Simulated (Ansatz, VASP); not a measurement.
## SiC: VASP beside Ansatz

File POSCAR:

```
SiC
1.0
    0.0000000000      2.0870400000      2.0000800000
    2.0870400000      0.0000000000      2.0000800000
    2.0870400000      2.0870400000      0.0000000000
Si C
1 1
Direct
    0.0000000000      0.0000000000      0.0000000000
    0.7500000000      0.7500000000      0.7500000000
```

The input INCAR.step1:

```
SYSTEM = SiC
PREC     = Accurate       ! precision mode
ENCUT    = 520            ! plane-wave cutoff, eV
ISMEAR   = 0              ! smearing method
SIGMA    = 0.05           ! smearing width, eV
LREAL    = .False.        ! projectors in reciprocal space
LASPH    = .True.         ! aspherical terms in the spheres
NELM     = 80             ! most SCF steps
NBANDS   = 11             ! bands
GGA      = PE             ! functional
ALGO     = Normal         ! electronic algorithm
EDIFF    = 1E-4           ! SCF threshold, eV
LWAVE    = .True.         ! write WAVECAR
LCHARG   = .False.        ! write CHGCAR
```

The input INCAR.step2:

```
SYSTEM = SiC
PREC     = Accurate       ! precision mode
ENCUT    = 520            ! plane-wave cutoff, eV
EDIFF    = 1E-7           ! SCF threshold, eV
ISMEAR   = 0              ! smearing method
SIGMA    = 0.05           ! smearing width, eV
LREAL    = .False.        ! projectors in reciprocal space
LASPH    = .True.         ! aspherical terms in the spheres
NELM     = 80             ! most SCF steps
ALGO     = Normal         ! electronic algorithm
ISIF     = 2              ! what is computed and relaxed
LWAVE    = .False.        ! write WAVECAR
LCHARG   = .False.        ! write CHGCAR
METAGGA  = R2SCAN         ! meta-GGA
LMIXTAU  = .True.       
NBANDS   = 11             ! bands
ISTART   = 1
```

The input KPOINTS:

```
regular mesh
0
Gamma
  12 12 12
  0 0 0
```

Input for Ansatz:

```yaml
crystal:
  lattice:
    - [0.0, 2.08704, 2.00008]
    - [2.08704, 0.0, 2.00008]
    - [2.08704, 2.08704, 0.0]
  atoms:
    - { symbol: Si, position: [0.0, 0.0, 0.0] }
    - { symbol: C, position: [0.75, 0.75, 0.75] }
basis:
  ecutwfc: 500
kpoints:
  mp_grid: { grid: [12, 12, 12] }
hamiltonian:
  xc: r2scan
scf:
  occupations: { method: gaussian, width: 0.05 }
output:
  forces: true
  stress: true
  eigenvalues: true
```

Change from the starting cell: strain -0.040 along x and y, -0.080 along z, atoms carried along.

Alike in both runs: task single point; functional r2SCAN; k mesh 12 × 12 × 12; occupations gaussian, width 0.05 eV; no spin polarisation.

```csv
,VASP,Ansatz
version,VASP 6.6.1,Ansatz 0.2.0
potentials or method,"VASP PAW PBE potentials, release 64 (Si, C), cutoff 520 eV","scalar-relativistic, plane waves, PAW"
valence electrons in the cell,8,8
```

VASP gave:

* gap on the k mesh at the Fermi level (eV): 1.11
* least direct gap on the mesh (eV): 5.21
* pressure (GPa): 53.1
* traceless stress, the component that is largest in VASP (GPa): 7.03

Task: Estimate Ansatz's values.

Result: gap on the k mesh at the Fermi level (eV): 1.09; least direct gap on the mesh (eV): 5.19; pressure (GPa): 53.5; traceless stress, the component that is largest in VASP (GPa): 6.97.

VASP's potentials were made for PBE, not for r2SCAN. Both programs put the cell under a high pressure, so it lies far from rest at this level.
